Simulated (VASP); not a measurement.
# Hg (R-3m) in VASP: single point with PBE

Aim: the single point of Hg with PBE.

Program: VASP 6.6.1. These are calculated values, not measurements. Logs are shortened: lines on timing, memory, paths and dates and some standing lists are left out, and cuts for length are marked.

## 1. The cell of the first run

The structure is trigonal, space group R-3m (No. 166). The conventional cell has a = 3.460 Å, b = 3.460 Å, c = 6.702 Å, α = 90.00°, β = 90.00°, γ = 120.00°. Within 3.9 Å of Hg (site symmetry -3m) lie 12 Hg at 3.00 to 3.46 Å.

## 2. Single point, PBE

Input file INCAR:

```
PREC = Accurate ; ENCUT = 520
EDIFF = 1E-6 ; ISMEAR = -1
SIGMA = 0.03 ; LREAL = F
LASPH = T ; NELM = 80
ALGO = Normal ; ISIF = 2
LWAVE = F ; LCHARG = F
GGA = PE ; NBANDS = 12
```

Input file KPOINTS:

```
Automatic mesh
0
Gamma
  15 15 15
```

Input file POSCAR:

```
Hg
1.0
    1.7300004553      0.9988162286      2.2340000000
   -1.7300004553      0.9988162286      2.2340000000
    0.0000000000     -1.9976324571      2.2340000000
Hg
1
Direct
    0.0000000000      0.0000000000      0.0000000000
```

Potentials or basis: VASP PAW PBE potentials, release 64 (Hg).

Command:

```bash
$ cat potpaw_PBE.64/Hg/POTCAR > POTCAR
$ mpirun -np 1 vasp_std > vasp.out
```

OUTCAR:

```text
PREC = Accurate
   ENCUT = 520
   EDIFF = 1E-6
   ISMEAR = -1
   LREAL = F
   LASPH = T
   NELM = 80
   ISIF = 2
   GGA = PE

 ion  position               nearest neighbor table
   1  0.000  0.000  0.000-

  LATTYP: Found a trigonal (rhomboedric) cell.
 ALAT       =     2.9968802835
 COS(alpha) =     0.3335253405

  Lattice vectors:

 A1 = (   1.7300004553,   0.9988162286,   2.2340000000)
 A2 = (  -1.7300004553,   0.9988162286,   2.2340000000)
 A3 = (   0.0000000000,  -1.9976324571,   2.2340000000)

Analysis of symmetry for initial positions (statically):
=====================================================================
 Subroutine PRICEL returns:
 Original cell was already a primitive cell.

 Routine SETGRP: Setting up the symmetry group for a
 trigonal (rhombohedral) supercell.

 Subroutine GETGRP returns: Found 12 space group operations
 (whereof 12 operations were pure point group operations)
 out of a pool of 12 trial point group operations.

The static configuration has the point symmetry D_3d.

Analysis of symmetry for dynamics (positions and initial velocities):
=====================================================================
 Subroutine PRICEL returns:
 Original cell was already a primitive cell.

 Routine SETGRP: Setting up the symmetry group for a
 trigonal (rhombohedral) supercell.

 Subroutine GETGRP returns: Found 12 space group operations
 (whereof 12 operations were pure point group operations)
 out of a pool of 12 trial point group operations.

The dynamic configuration has the point symmetry D_3d.

 Subroutine INISYM returns: Found 12 space group operations
 (whereof 12 operations are pure point group operations),
 and found     1 'primitive' translations

----------------------------------------------------------------------------------------

                                     Primitive cell

  volume of cell :      23.1615

  direct lattice vectors                    reciprocal lattice vectors
     1.730000455  0.998816229  2.234000000     0.289017265  0.166864196  0.149209191
    -1.730000455  0.998816229  2.234000000    -0.289017265  0.166864196  0.149209191
     0.000000000 -1.997632457  2.234000000     0.000000000 -0.333728391  0.149209191

  length of vectors
     2.996880284  2.996880284  2.996880284     0.365565346  0.365565346  0.365565346

  position of ions in fractional coordinates (direct lattice)
     0.000000000  0.000000000  0.000000000

[... 75 lines left out ...]
   EDIFF  = 0.1E-05   stopping-criterion for ELM
   LREAL  =      F    real-space projection
   EDIFFG = 0.1E-04   stopping-criterion for IOM
   NSW    =      0    number of steps for IOM
   IBRION =     -1    ionic relax: 0-MD 1-quasi-New 2-CG
   NFREE  =      0    steps in history (QN), initial steepest desc. (CG)
   ISIF   =      2    stress and relaxation
   ISYM   =      2    0-nonsym 1-usesym 2-fastsym
   POTIM  = 0.5000    time-step for ionic-motion
   TEBEG  =    0.0;   TEEND  =   0.0 temperature during run
   PSTRESS=    0.0 pullay stress
   NELECT =      12.0000    total number of electrons
   NUPDOWN=      -1.0000    fix difference up-down
   EMIN   =  10.00;   EMAX   =-10.00  energy-range for DOS
   EFERMI =   0.00;   METHOD = LEGACY
   ISMEAR =    -1;   SIGMA  =   0.03  broadening in eV -4-tet -1-fermi 0-gaus
   EFERMI_NEDOS =   21; number of points for ismear=-14 and -15
   IALGO  =     38    algorithm
   IMIX   =      4    mixing-type and parameters
     AMIX     =   0.40;   BMIX     =  1.00
     AMIX_MAG =   1.60;   BMIX_MAG =  1.00
  volume/ion in A,a.u.               =      23.16       156.30
  Fermi-wavevector in a.u.,A,eV,Ry     =   1.314861  2.484727 23.522560  1.728859
  Thomas-Fermi vector in A             =   2.445084
   LORBIT       =      0    0 simple, 1 ext, 2 COOP (PROOUT), +10 PAW based schemes
   GGA     = PE    functional components
   LHFCALC =     F    Hartree Fock is set to
   AEXX    =    0.0000 exact exchange contribution
   IVDW    =     0    specifies the selected vdW correction
   LEPSILON=     F    determine dielectric tensor
   LRPA    =     F    only Hartree local field effects (RPA)
 non-spin polarized calculation
  energy-cutoff  :      520.00
  volume of cell :       23.16
 maximum number of plane-waves:       646
   NGX = 11   NGY = 11   NGZ = 11

 number of electron      12.0000003 magnetization

 Free energy of the ion-electron system (eV)
  ---------------------------------------------------
  ext. energy  EPLUGINS =         0.00000000
  ---------------------------------------------------
  free energy    TOTEN  =        -0.07728689 eV

  energy without entropy =       -0.07649508  energy(sigma->0) =       -0.07689099

 E-fermi :   2.9719     XC(G=0): -10.9442

 val. band max:        2.9449420236   @ k =  -0.4000   0.2000   0.2000
 cond. band min:       2.9982531961   @ k =  -0.4000   0.4000   0.4000
 fundamental gap:      0.0533111725
 Fermi energy:         2.9719485213

 k-point     1 :       0.0000    0.0000    0.0000
  band No.  band energies     occupation
      1      -6.3809      2.00000
      2      -4.8386      2.00000
      3      -4.8386      2.00000
      4      -3.5269      2.00000
      5      -3.3550      2.00000
      6      -3.3550      2.00000
      7      15.1889      0.00000
      8      15.6421      0.00000
      9      15.6421      0.00000
     10      20.1553      0.00000
     11      21.4191      0.00000
     12      21.4191      0.00000
[... 331 lines left out ...]
 k-point    24 :       0.2000    0.1333    0.0000
  band No.  band energies     occupation
      1      -5.4727      2.00000
      2      -4.7284      2.00000
      3      -4.3653      2.00000
      4      -3.7231      2.00000
      5      -3.4627      2.00000
      6      -3.3296      2.00000
      7      11.5996      0.00000
      8      14.7013      0.00000
      9      15.2420      0.00000
     10      18.6438      0.00000
     11      21.5925      0.00000
     12      22.6240      0.00000

 [... further k-points ...]
[... 5 lines left out ...]
  --------------------------------------------------------------------------------------
  -------------------------------------------------------------------------------------
  Total        0.8933514      0.8933514      0.9859580      0.0000000      0.0000000      0.0000000
  in kB       61.7968972     61.7968972     68.2028921      0.0000000      0.0000000      0.0000000
  external PRESSURE =      63.9322289 kB  Pullay stress =       0.0000000 kB

 VOLUME and BASIS-vectors are now :
 -----------------------------------------------------------------------------
  energy-cutoff  :      520.00
  volume of cell :       23.16
      direct lattice vectors                 reciprocal lattice vectors
     1.730000455  0.998816229  2.234000000     0.289017265  0.166864196  0.149209191
    -1.730000455  0.998816229  2.234000000    -0.289017265  0.166864196  0.149209191
     0.000000000 -1.997632457  2.234000000     0.000000000 -0.333728391  0.149209191

 POSITION                                       TOTAL-FORCE (eV/Angst)
 -----------------------------------------------------------------------------------
      0.00000      0.00000      0.00000         0.000000      0.000000     -0.000000
 -----------------------------------------------------------------------------------
    total drift:                                0.000000     -0.000000      0.000000

  FREE ENERGIE OF THE ION-ELECTRON SYSTEM (eV)
  ---------------------------------------------------
  free  energy   TOTEN  =        -0.0772868935 eV

  energy  without entropy=       -0.0764950816  energy(sigma->0) =       -0.07689099
```

OSZICAR:

```text
N       E                     dE             d eps       ncg     rms          rms(c)
DAV:   1     0.731127910752E+02    0.73113E+02   -0.66633E+03  8760   0.965E+02
DAV:   2     0.110060658837E+01   -0.72012E+02   -0.67389E+02  9040   0.229E+02
DAV:   3    -0.115424454613E+00   -0.12160E+01   -0.12154E+01  9880   0.331E+01
DAV:   4    -0.116550061644E+00   -0.11256E-02   -0.11256E-02  9052   0.105E+00
DAV:   5    -0.116551600977E+00   -0.15393E-05   -0.15391E-05  9892   0.371E-02    0.431E+00
DAV:   6    -0.800782655851E-01    0.36473E-01   -0.88374E-02  9760   0.346E+00    0.312E+00
DAV:   7    -0.773017780496E-01    0.27765E-02   -0.14926E-02  9844   0.126E+00    0.124E+00
DAV:   8    -0.772571771126E-01    0.44601E-04   -0.15941E-03  8672   0.511E-01    0.565E-02
DAV:   9    -0.772758747319E-01   -0.18698E-04   -0.82013E-06  9844   0.303E-02    0.171E-02
DAV:  10    -0.772869165639E-01   -0.11042E-04   -0.98195E-06  8644   0.311E-02    0.204E-03
DAV:  11    -0.772868935494E-01    0.23015E-07   -0.80577E-08  4928   0.266E-03
   1 F= -.77286894E-01 E0= -.76890988E-01  d E =-.791812E-03
```

Wall time 61 s (1 thread of Intel Xeon 8259CL, shared host); peak memory 0.22 GiB.

What came out:

* Free energy: -0.0773 eV
* Pressure: 6.4 GPa
* Band gap on the k mesh: zero (bands 6 and 7 overlap by 3.04 eV)

Stress tensor (GPa, compression positive):
```
6.18 0.00 0.00
0.00 6.18 0.00
0.00 0.00 6.82
```

Levels at points of the mesh, in eV from the Fermi level:
| k point | band 3 | band 4 | band 5 | band 6 | band 7 | band 8 | band 9 | band 10 |
| --- | --- | --- | --- | --- | --- | --- | --- | --- |
| (0.00, 0.00, 0.00) | -7.81 | -6.50 | -6.33 | -6.33 | 12.22 | 12.67 | 12.67 | 17.18 |

Caveat: the cell stands under pressure; spin-orbit coupling is left out, which moves the levels of the heavy elements.
